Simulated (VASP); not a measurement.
Input of a VASP 6.6.1 run:

File INCAR:

```
SYSTEM = Mo
PREC = Accurate ; ENCUT = 520
EDIFF = 1E-7 ; ISMEAR = 0
SIGMA = 0.15 ; LREAL = .FALSE.
LASPH = .TRUE. ; NELM = 100
ALGO = Fast ; ISIF = 2
LWAVE = .FALSE. ; LCHARG = .FALSE.
GGA = PE ; NBANDS = 21
```

File KPOINTS:

```
Automatic mesh
0
G
  24 24 14
  0 0 0
```

Contents of POSCAR:

```
Mo
1.0
   -1.5802194352      1.5802194352      1.5802194352
    1.5802194352     -1.5802194352      1.5802194352
    3.1604388703      3.1604388703      0.0000000000
Mo
2
Direct
   -0.0167802672      0.0167802672      0.0000000000
    0.5167802672      0.4832197328      0.5000000000
```

Potentials or basis: VASP PAW PBE potentials, release 64 (Mo_sv).

Run with:

```bash
$ cat potpaw_PBE.64/Mo_sv/POTCAR > POTCAR
$ mpirun -np 1 vasp_std > vasp.out
```

(1) Estimate the pressure.

(2) Predict the largest force.

(3) What does it give for the band gap on the k mesh?

Answers

(1) 1.0 GPa.

(2) 0.924 eV/Å.

(3) zero (bands 14 and 15 overlap by 2.74 eV).

Caveat: the cell differs from its parent crystal (atoms displaced along a vibrational mode).
